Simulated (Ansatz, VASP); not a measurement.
## Two plane-wave programs on Rh

```
Rh
1.0
     2.73098    0.00000    0.00000
    -1.36549    2.36510    0.00000
     0.00000    0.00000    4.42849
Rh
2
Direct
  0.66667 0.33333 0.75000
  0.33333 0.66667 0.25000
```

Alike in both runs: task single point; functional r2SCAN; k mesh 11 × 11 × 6; occupations methfessel-paxton of order 1, width 0.1 eV; no spin polarisation.

```csv
,VASP,Ansatz
version,VASP 6.6.1,Ansatz 0.2.0
potentials or method,"VASP PAW PBE potentials, release 64 (Rh_pv)","plane waves, PAW"
plane-wave cutoff (eV),520,500
valence electrons in the cell,30,34
```

Ansatz gave:

* pressure (GPa): -9.8
* traceless stress, the component that is largest in VASP (GPa): -0.70

Q: Estimate VASP's values.

A: Pressure (GPa): -8.8; traceless stress, the component that is largest in VASP (GPa): -0.68.

VASP's potentials were made for PBE, not for r2SCAN. VASP's potentials hold 30 valence electrons a cell and Ansatz's 34, so a difference there can come from the potentials and not from the codes. Ansatz's warnings: stress scf threshold loose.
